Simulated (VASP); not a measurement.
Wanted: the native input for a VASP 6.6.1 run.

```yaml
Task: single point
Functional: LDA
Potentials_or_basis: VASP PAW LDA potentials, release 64 (Cu)
Cutoff: 520 eV
k_mesh: 15 × 15 × 1
Occupations: fermi-dirac, width 0.08 eV
Spin: no spin polarisation
Dipole_correction: yes
Further_INCAR_settings: ALGO = Normal; EDIFF = 1e-07; NBANDS = 30
```

The structure of Cu lies in POSCAR:

```
Cu
1.0
    2.4874897871      0.0000000000      0.0000000000
    0.0000000000      2.4874897871      0.0000000000
    0.0000000000      0.0000000000     21.2768000000
Cu
4
Direct
    0.2500000000      0.2500000000      0.3779490877
    0.7500000000      0.7500000000      0.4582979167
    0.2500000000      0.2500000000      0.5417020739
    0.7500000000      0.7500000000      0.6220509211
```

One way to write it, as run:

INCAR

```
SYSTEM = Cu
ALGO = Normal
DIPOL = 0.5 0.5 0.500
EDIFF = 1E-7
ENCUT = 520
GGA = CA
IDIPOL = 3
ISIF = 2
ISMEAR = -1
LASPH = .TRUE.
LCHARG = .FALSE.
LDIPOL = .TRUE.
LREAL = .FALSE.
LWAVE = .FALSE.
NBANDS = 30
NELM = 60
PREC = Accurate
SIGMA = 0.08
```

KPOINTS

```
k-points
0
G
  15 15 1
  0 0 0
```

Potentials or basis: VASP PAW LDA potentials, release 64 (Cu).

Command:

```console
$ cat potpaw_LDA.64/Cu/POTCAR > POTCAR
$ mpirun -np 1 vasp_std > vasp.out
```

Results of the run:

```yaml
Largest_force: 0.040 eV/Å
Band_gap_on_the_k_mesh: zero (bands 22 and 23 overlap by 4.17 eV)
```

Wall time 4.2 min on 1 thread of Intel Xeon 8259CL (shared host), peak memory 0.26 GiB.
